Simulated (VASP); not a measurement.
Wanted: the native input for a VASP 6.6.1 run.

- Task: single point
- Functional: PBE
- Potentials or basis: VASP PAW PBE potentials, release 64 (Na_pv)
- Cutoff: 520 eV
- k mesh: 12 × 12 × 6
- Occupations: fermi-dirac, width 0.05 eV
- Spin: no spin polarisation
- Dipole correction: no
- Further INCAR settings: ALGO = Normal; EDIFF = 1e-07; NBANDS = 14

The structure of Na lies in POSCAR:

```
Na
1.0
    3.7374447572      0.0000000000      0.0000000000
   -1.8687223786      3.2367221050      0.0000000000
    0.0000000000      0.0000000000      6.1302874478
Na
2
Direct
    0.3333333333      0.6666666667      0.2500000000
    0.6666666667      0.3333333333      0.7500000000
```

One way to write it, as run:

INCAR

```
SYSTEM = Na
  PREC = Accurate
  ENCUT = 520
  EDIFF = 1E-7
  ISMEAR = -1
  SIGMA = 0.05
  LREAL = .False.
  LASPH = .True.
  NELM = 80
  ALGO = Normal
  ISIF = 2
  LWAVE = .False.
  LCHARG = .False.
  GGA = PE
  NBANDS = 14
```

KPOINTS

```
regular mesh
0
Gamma
  12 12 6
  0 0 0
```

Potentials or basis: VASP PAW PBE potentials, release 64 (Na_pv).

Command:

```sh
$ cat potpaw_PBE.64/Na_pv/POTCAR > POTCAR
$ mpirun -np 1 vasp_std > vasp.out
```

It gave:

| Property | Result |
| --- | --- |
| Pressure | 0.0 GPa |
| Band gap on the k mesh | zero (band 7 reaches 2.41 eV, above the bottom of band 8 at -1.93 eV) |

Wall time 60 s on 1 thread of Intel(R) Xeon(R) Platinum 8488C (Sapphire Rapids) (shared host), peak memory 0.21 GiB.
